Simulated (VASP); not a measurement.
# C in VASP: a series of runs, part 2 of 2

VASP 6.6.1.

### Step 6. Single point, PBE+D3(BJ)

This run uses another cell than the first one, of the same volume but with other edges.

Contents of INCAR:

```
PREC     = Accurate       # precision mode
ENCUT    = 520            # plane-wave cutoff, eV
EDIFF    = 1E-6           # SCF threshold, eV
ISMEAR   = 0              # smearing method
SIGMA    = 0.15           # smearing width, eV
LREAL    = F              # projectors in reciprocal space
LASPH    = T              # aspherical terms in the spheres
NELM     = 80             # most SCF steps
ALGO     = Normal         # electronic algorithm
ISIF     = 2              # what is computed and relaxed
LWAVE    = F              # write WAVECAR
LCHARG   = T              # write CHGCAR
GGA      = PE             # functional
IVDW     = 12             # dispersion correction
LELF     = T              # ELF
LVHAR    = T            
NBANDS   = 11             # bands
```

Contents of KPOINTS:

```
Automatic mesh
0
Gamma
  24 24 6
```

Contents of POSCAR:

```
C
1.0
    2.6458291010      0.0000000000      0.0000000000
   -1.3229145505      2.2913552156      0.0000000000
    0.0000000000      0.0000000000      7.3455910599
C
2
Direct
    0.3333333333      0.6666666667      0.0000000000
    0.6666666667      0.3333333333      0.0000000000
```

Potentials or basis: VASP PAW PBE potentials, release 64 (C).

Command:

```console
$ cat potpaw_PBE.64/C/POTCAR > POTCAR
$ mpirun -np 1 vasp_std > vasp.out
```

OUTCAR:

```text
PREC = Accurate
   ENCUT = 520
   EDIFF = 1E-6
   ISMEAR = 0
   LREAL = F
   LASPH = T
   NELM = 80
   ISIF = 2
   GGA = PE
   IVDW = 12
 IVDW          = 12

 ion  position               nearest neighbor table
   1  0.333  0.667  0.000-   2 1.53   2 1.53   2 1.53
   2  0.667  0.333  0.000-   1 1.53   1 1.53   1 1.53

  LATTYP: Found a hexagonal cell.
 ALAT       =     2.6458291010
 C/A-ratio  =     2.7762908259

  Lattice vectors:

 A1 = (   2.6458291010,   0.0000000000,   0.0000000000)
 A2 = (  -1.3229145505,   2.2913552156,   0.0000000000)
 A3 = (   0.0000000000,   0.0000000000,   7.3455910599)

Analysis of symmetry for initial positions (statically):
=====================================================================
 Subroutine PRICEL returns:
 Original cell was already a primitive cell.

 Routine SETGRP: Setting up the symmetry group for a
 hexagonal supercell.

 Subroutine GETGRP returns: Found 24 space group operations
 (whereof 24 operations were pure point group operations)
 out of a pool of 24 trial point group operations.

The static configuration has the point symmetry D_6h.

Analysis of symmetry for dynamics (positions and initial velocities):
=====================================================================
 Subroutine PRICEL returns:
 Original cell was already a primitive cell.

 Routine SETGRP: Setting up the symmetry group for a
 hexagonal supercell.

 Subroutine GETGRP returns: Found 24 space group operations
 (whereof 24 operations were pure point group operations)
 out of a pool of 24 trial point group operations.

The dynamic configuration has the point symmetry D_6h.

 Subroutine INISYM returns: Found 24 space group operations
 (whereof 24 operations are pure point group operations),
 and found     1 'primitive' translations

----------------------------------------------------------------------------------------

                                     Primitive cell

  volume of cell :      44.5329

[... 117 lines left out ...]
   LEPSILON=     F    determine dielectric tensor
   LRPA    =     F    only Hartree local field effects (RPA)
 non-spin polarized calculation
 Gauss-broadening in eV      SIGMA  =   0.15
  energy-cutoff  :      520.00
  volume of cell :       44.53
 maximum number of plane-waves:      1228
 NGX is ok and might be reduce to    20

 number of electron       7.9999998 magnetization

 Free energy of the ion-electron system (eV)
  ---------------------------------------------------
  ext. energy  EPLUGINS =         0.00000000
  ---------------------------------------------------
  free energy    TOTEN  =       -17.86152029 eV

  energy without entropy =      -17.86093259  energy(sigma->0) =      -17.86122644

 E-fermi :  -1.0072     XC(G=0):  -5.5253

 val. band max:       -1.0074890522   @ k =   0.3333   0.3333   0.3333
 cond. band min:      -1.0069328299   @ k =   0.3333   0.3333   0.1667
 fundamental gap:      0.0005562223
 Fermi energy:        -1.0072105134

 k-point     1 :       0.0000    0.0000    0.0000
  band No.  band energies     occupation
      1     -18.8964      2.00000
      2      -7.2988      2.00000
      3      -4.0729      2.00000
      4      -4.0729      2.00000
      5       2.4125      0.00000
      6       5.8644      0.00000
      7       6.0162      0.00000
      8       6.0162      0.00000
      9       7.0828      0.00000
     10       8.0682      0.00000
     11       8.1937      0.00000
[... 309 lines left out ...]
 k-point    24 :       0.4583    0.0417    0.0000
  band No.  band energies     occupation
      1     -14.6071      2.00000
      2     -12.8632      2.00000
      3      -6.9527      2.00000
      4      -2.9979      2.00000
      5       0.6024      0.00000
      6       4.5928      0.00000
      7       8.7909      0.00000
      8       9.9037      0.00000
      9      11.0819      0.00000
     10      12.7042      0.00000
     11      13.6814      0.00000

 [... further k-points ...]

------------------------ aborting loop because EDIFF is reached ----------------------------------------

 Edisp (eV)   -0.16693

 E8    (eV) :    -0.0509

  FORCE on cell =-STRESS in cart. coord.  units (eV):
  Direction    XX          YY          ZZ          XY          YZ          ZX
  --------------------------------------------------------------------------------------
  -------------------------------------------------------------------------------------
  Total      -8.16267    -8.16267    -0.03632    -0.00000     0.00000     0.00000
  in kB    -293.67156  -293.67156    -1.30669    -0.00000     0.00000     0.00000
  external pressure =     -196.22 kB  Pullay stress =        0.00 kB

 VOLUME and BASIS-vectors are now :
 -----------------------------------------------------------------------------
  energy-cutoff  :      520.00
  volume of cell :       44.53
      direct lattice vectors                 reciprocal lattice vectors
     2.645829101  0.000000000  0.000000000     0.377953360  0.218211474  0.000000000
    -1.322914550  2.291355216  0.000000000     0.000000000  0.436422949  0.000000000
     0.000000000  0.000000000  7.345591060     0.000000000  0.000000000  0.136136084

 POSITION                                       TOTAL-FORCE (eV/Angst)
 -----------------------------------------------------------------------------------
     -0.00000      1.52757      0.00000        -0.000000      0.000000     -0.000000
      1.32291      0.76379      0.00000         0.000000     -0.000000      0.000000
 -----------------------------------------------------------------------------------
    total drift:                                0.000000     -0.000000     -0.000000

  FREE ENERGIE OF THE ION-ELECTRON SYSTEM (eV)
  ---------------------------------------------------
  free  energy   TOTEN  =       -18.0284541185 eV

  energy  without entropy=      -18.0278664209  energy(sigma->0) =      -18.02816027
```

OSZICAR:

```text
N       E                     dE             d eps       ncg     rms          rms(c)
DAV:   1     0.210633712523E+02    0.21063E+02   -0.36536E+03  5376   0.588E+02
DAV:   2    -0.166700527582E+02   -0.37733E+02   -0.35635E+02  7465   0.123E+02
DAV:   3    -0.184604435480E+02   -0.17904E+01   -0.17808E+01  6765   0.260E+01
DAV:   4    -0.184772353901E+02   -0.16792E-01   -0.16781E-01  6864   0.309E+00
DAV:   5    -0.184773674480E+02   -0.13206E-03   -0.13205E-03  6553   0.252E-01    0.476E+00
DAV:   6    -0.180387547101E+02    0.43861E+00   -0.32551E-01  6549   0.325E+00    0.280E+00
DAV:   7    -0.178625884250E+02    0.17617E+00   -0.47370E-01  6372   0.384E+00    0.612E-01
DAV:   8    -0.178601852092E+02    0.24032E-02   -0.98563E-03  6360   0.626E-01    0.804E-02
DAV:   9    -0.178601974182E+02   -0.12209E-04   -0.47312E-04  6248   0.121E-01    0.656E-02
DAV:  10    -0.178613208107E+02   -0.11234E-02   -0.98697E-04  5669   0.134E-01    0.294E-02
DAV:  11    -0.178615009776E+02   -0.18017E-03   -0.37910E-05  5689   0.451E-02    0.240E-02
DAV:  12    -0.178615196384E+02   -0.18661E-04   -0.88326E-06  5652   0.250E-02    0.376E-03
DAV:  13    -0.178615202880E+02   -0.64961E-06   -0.39582E-07  6106   0.470E-03
   1 F= -.18028454E+02 E0= -.18028160E+02  d E =-.587698E-03
```

stdout:

```text
POSCAR found type information on POSCAR C
 POSCAR found :  1 types and       2 ions
 scaLAPACK will be used
 LDA part: xc-table for (Slater+PW92), standard interpolation
 POSCAR, INCAR and KPOINTS ok, starting setup
 FFT: planning ... GRIDC
 FFT: planning ... GRID_SOFT
 FFT: planning ... GRID
 WAVECAR not read
 entering main loop
```

Run time: 47 s. Hardware: 1 thread of Intel Xeon Platinum 8488C (Sapphire Rapids), shared host; peak memory 0.23 GiB.

Results:

| Item | Value |
| --- | --- |
| Free energy | -18.0285 eV |
| Pressure | -19.6 GPa |
| Band gap on the k mesh | zero (filled and empty bands touch) |
| Dispersion energy per atom | -0.083 eV |

Levels at points of the mesh, in eV from the Fermi level:
```tsv
k point	band 1	band 2	band 3	band 4	band 5	band 6	band 7	band 8
(0.00, 0.00, 0.00)	-17.89	-6.29	-3.07	-3.07	3.42	6.87	7.02	7.02
(0.50, 0.00, 0.00)	-13.53	-11.98	-5.83	-1.97	1.56	5.43	10.23	10.40
(0.00, 0.00, 0.50)	-17.89	-6.30	-3.07	-3.07	4.31	4.85	7.02	7.02
(0.50, 0.00, 0.50)	-13.53	-11.98	-5.83	-1.97	1.56	5.43	10.92	11.26
```

Caveat: pairwise dispersion overbinds metals, which lowers pressure and volume.

### Step 7. Single point, PBE+D3(BJ)

This run uses another cell than the first one, of the same volume but with other edges.

Contents of INCAR:

```
PREC = Accurate
ENCUT = 520
EDIFF = 1E-6
ISMEAR = 0
SIGMA = 0.15
LREAL = F
LASPH = T
NELM = 60
ALGO = Normal
ISIF = 2
LWAVE = F
LCHARG = F
GGA = PE
IVDW = 12
NBANDS = 11
```

KPOINTS is that of step 6.

Contents of POSCAR:

```
C
1.0
    2.2504912762      0.0000000000      0.0000000000
   -1.1252456381      1.9489826162      0.0000000000
    0.0000000000      0.0000000000     10.1530297109
C
2
Direct
    0.3333333333      0.6666666667      0.0000000000
    0.6666666667      0.3333333333      0.0000000000
```

Potentials or basis: VASP PAW PBE potentials, release 64 (C).

Command:

```console
$ cat potpaw_PBE.64/C/POTCAR > POTCAR
$ mpirun -np 1 vasp_std > vasp.out
```

OUTCAR:

```text
PREC = Accurate
   ENCUT = 520
   EDIFF = 1E-6
   ISMEAR = 0
   LREAL = F
   LASPH = T
   NELM = 60
   ISIF = 2
   GGA = PE
   IVDW = 12
 IVDW          = 12

 ion  position               nearest neighbor table
   1  0.333  0.667  0.000-   2 1.30   2 1.30   2 1.30
   2  0.667  0.333  0.000-   1 1.30   1 1.30   1 1.30

  LATTYP: Found a hexagonal cell.
 ALAT       =     2.2504912762
 C/A-ratio  =     4.5114725919

  Lattice vectors:

 A1 = (   2.2504912762,   0.0000000000,   0.0000000000)
 A2 = (  -1.1252456381,   1.9489826162,   0.0000000000)
 A3 = (   0.0000000000,   0.0000000000,  10.1530297109)

Analysis of symmetry for initial positions (statically):
=====================================================================
 Subroutine PRICEL returns:
 Original cell was already a primitive cell.

 Routine SETGRP: Setting up the symmetry group for a
 hexagonal supercell.

 Subroutine GETGRP returns: Found 24 space group operations
 (whereof 24 operations were pure point group operations)
 out of a pool of 24 trial point group operations.

The static configuration has the point symmetry D_6h.

Analysis of symmetry for dynamics (positions and initial velocities):
[... 171 lines left out ...]
      3      -2.9260      2.00000
      4      -2.9260      2.00000
      5       2.0881      0.00000
      6       3.6366      0.00000
      7       4.8050      0.00000
      8       9.3859      0.00000
      9      10.1772      0.00000
     10      10.1772      0.00000
     11      11.0821      0.00000
[... 309 lines left out ...]
 k-point    24 :       0.4583    0.0417    0.0000
  band No.  band energies     occupation
      1     -15.7615      2.00000
      2     -14.6971      2.00000
      3      -7.4130      2.00000
      4      -3.0994      2.00000
      5       1.7614      0.00000
      6      10.3665      0.00000
      7      10.9835      0.00000
      8      12.4690      0.00000
      9      12.5133      0.00000
     10      13.6717      0.00000
     11      13.9873      0.00000

 [... further k-points ...]

------------------------ aborting loop because EDIFF is reached ----------------------------------------

 Edisp (eV)   -0.16411

 E8    (eV) :    -0.0509

  FORCE on cell =-STRESS in cart. coord.  units (eV):
  Direction    XX          YY          ZZ          XY          YZ          ZX
  --------------------------------------------------------------------------------------
  -------------------------------------------------------------------------------------
  Total      15.32822    15.32822    -0.02370    -0.00000     0.00000     0.00000
  in kB     551.46934   551.46934    -0.85283    -0.00000     0.00000     0.00000
  external pressure =      367.36 kB  Pullay stress =        0.00 kB

 VOLUME and BASIS-vectors are now :
 -----------------------------------------------------------------------------
  energy-cutoff  :      520.00
  volume of cell :       44.53
      direct lattice vectors                 reciprocal lattice vectors
     2.250491276  0.000000000  0.000000000     0.444347423  0.256544105  0.000000000
    -1.125245638  1.948982616  0.000000000     0.000000000  0.513088209  0.000000000
     0.000000000  0.000000000 10.153029711     0.000000000  0.000000000  0.098492768

 POSITION                                       TOTAL-FORCE (eV/Angst)
 -----------------------------------------------------------------------------------
     -0.00000      1.29932      0.00000        -0.000000      0.000000      0.000000
      1.12525      0.64966      0.00000         0.000000      0.000000     -0.000000
 -----------------------------------------------------------------------------------
    total drift:                                0.000000     -0.000000     -0.000000

  FREE ENERGIE OF THE ION-ELECTRON SYSTEM (eV)
  ---------------------------------------------------
  free  energy   TOTEN  =       -17.2809132292 eV

  energy  without entropy=      -17.2803255317  energy(sigma->0) =      -17.28061938
```

stdout:

```text
POSCAR found type information on POSCAR C
 POSCAR found :  1 types and       2 ions
 scaLAPACK will be used
 LDA part: xc-table for (Slater+PW92), standard interpolation
 POSCAR, INCAR and KPOINTS ok, starting setup
 FFT: planning ... GRIDC
 FFT: planning ... GRID_SOFT
 FFT: planning ... GRID
 WAVECAR not read
 entering main loop
```

Wall time 70 s (1 thread of Intel Xeon Platinum 8488C (Sapphire Rapids), shared host); peak memory 0.23 GiB.

Results:

```yaml
Free_energy: -17.2809 eV
Band_gap_on_the_k_mesh: zero (filled and empty bands touch)
Dispersion_energy_per_atom: -0.082 eV
```

### Step 8. Summary

```tsv
cell	gap on the mesh (eV)
a = 2.525, b = 2.525, c = 8.063 Å, angles 90.0, 90.0, 120.0°, 2 atoms	none
a = 2.379, b = 2.379, c = 9.083 Å, angles 90.0, 90.0, 120.0°, 2 atoms	none
a = 2.490, b = 2.490, c = 8.295 Å, angles 90.0, 90.0, 120.0°, 2 atoms	none
a = 2.417, b = 2.417, c = 8.806 Å, angles 90.0, 90.0, 120.0°, 2 atoms	none
a = 2.646, b = 2.646, c = 7.346 Å, angles 90.0, 90.0, 120.0°, 2 atoms	none
a = 2.250, b = 2.250, c = 10.153 Å, angles 90.0, 90.0, 120.0°, 2 atoms	none
```

Alike in all rows: task single point; level PBE+D3(BJ); potentials or basis VASP PAW PBE potentials, release 64 (C); no spin polarisation; k mesh 24 × 24 × 6; cutoff (eV) 520; smearing gaussian 0.15 eV.

Caveats: pairwise dispersion overbinds metals, which lowers pressure and volume (some runs).

Total energies depend on the potentials used, so only differences within one code and one set of settings carry meaning.
